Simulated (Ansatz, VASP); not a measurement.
**Te: VASP beside Ansatz**

```
CELL_PARAMETERS angstrom
4.39380 0.00000 0.00000
-2.19690 3.80515 0.00000
0.00000 0.00000 5.84394
ATOMIC_POSITIONS crystal
Te 0.73100 0.73100 0.00000
Te 0.00000 0.26900 0.66667
Te 0.26900 0.00000 0.33333
```

Alike in both runs: task single point; functional PBE; k mesh 7 × 7 × 5; occupations fermi-dirac, width 0.05 eV; no spin polarisation.

```csv
,VASP,Ansatz
version,VASP 6.6.1,Ansatz 0.2.0
potentials or method,"VASP PAW PBE potentials, release 64 (Te)",Ansatz PAW
plane-wave cutoff (eV),520,420
valence electrons in the cell,18,48
```

Ansatz gave:

| Quantity | Value |
| --- | --- |
| gap on the k mesh at the Fermi level (eV) | 0.62 |
| least direct gap on the mesh (eV) | 0.82 |
| pressure (GPa) | 3.7 |
| traceless stress, the component that is largest in VASP (GPa) | 0.92 |
| rms of the force components (eV/Å) | 0.217 |

Q: Which values does VASP return?

A: gap on the k mesh at the Fermi level (eV): 0.62; least direct gap on the mesh (eV): 0.81; pressure (GPa): 3.8; traceless stress, the component that is largest in VASP (GPa): 0.95; rms of the force components (eV/Å): 0.226.

Atom by atom the forces differ by 0.009 eV/Å (rms over components). VASP's potentials hold 18 valence electrons a cell and Ansatz's 48, so a difference there can come from the potentials and not from the codes.

Spin-orbit coupling is off throughout. Noted on Ansatz's run: odd divisions of the mesh miss points on the zone boundary, where band edges often lie, so the gap on the mesh can be too wide.
